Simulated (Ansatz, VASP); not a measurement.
## ZrZnN in VASP and in Ansatz

The input INCAR:

```
PREC = Accurate
ENCUT = 600
EDIFF = 1E-6
ISMEAR = 0
SIGMA = 0.1
LREAL = False
LASPH = True
NELM = 100
ALGO = Normal
ISIF = 3
LWAVE = False
LCHARG = False
GGA = PE
IBRION = 2
NSW = 100
EDIFFG = -0.01
```

KPOINTS

```
Automatic mesh
0
Gamma
  12 12 10
```

POSCAR

```
ZrZnN
1.0
    3.5806674816      0.0000000000      0.0000000000
   -1.7903337408      3.1009490015      0.0000000000
    0.0000000000      0.0000000000      4.7346009584
Zr Zn N
1 1 1
Direct
    0.0000000000      0.0000000000      0.5000000000
    0.3333333333      0.6666666667      0.0000000000
    0.6666666667      0.3333333333      0.5000000000
```

Input for Ansatz:

```yaml
crystal:
  lattice:
    - [3.5806674816, 0.0, 0.0]
    - [-1.7903337408, 3.1009490015, 0.0]
    - [0.0, 0.0, 4.7346009584]
  atoms:
    - { symbol: Zr, position: [0.0, 0.0, 0.5] }
    - { symbol: Zn, position: [0.3333333333, 0.6666666667, 0.0] }
    - { symbol: "N", position: [0.6666666667, 0.3333333333, 0.5] }
basis:
  ecutwfc: 420
kpoints:
  mp_grid: { grid: [12, 12, 10] }
hamiltonian:
  xc: pbe
scf:
  occupations: { method: gaussian, width: 0.1 }
output:
  forces: true
  stress: true
  eigenvalues: true
  write_density: true
  write_potential: true
  elf: true
  volumetric_format: npy
relax:
  adjacent_minimum: "off"
  f_tol: 0.01
  max_steps: 80
  cell: { stress_tol: 0.05 }
```

Change from the starting cell: species swapped into the TaBeB type (P-6m2, No. 187).

Alike in both runs: task relaxation of cell and atoms; functional PBE; k mesh 12 × 12 × 10; occupations gaussian, width 0.1 eV; no spin polarisation.

```csv
,VASP,Ansatz
version,VASP 6.6.1,Ansatz 0.2.0
potentials or method,"VASP PAW PBE potentials, release 64 (Zr_sv, Zn, N), cutoff 600 eV","scalar-relativistic, plane waves, PAW"
valence electrons in the cell,29,29
```

```tsv
	VASP	Ansatz	Ansatz less VASP
gap on the k mesh at the Fermi level, each at its own relaxed structure (eV)	none	none	-
relaxed volume (Å³/atom)	17.51	17.51	-0.005
relaxed cell length with the largest relative difference (Å)	4.722	4.724	+0.0020
```

A gap of «none» marks a metal or a gap that the smearing closes.
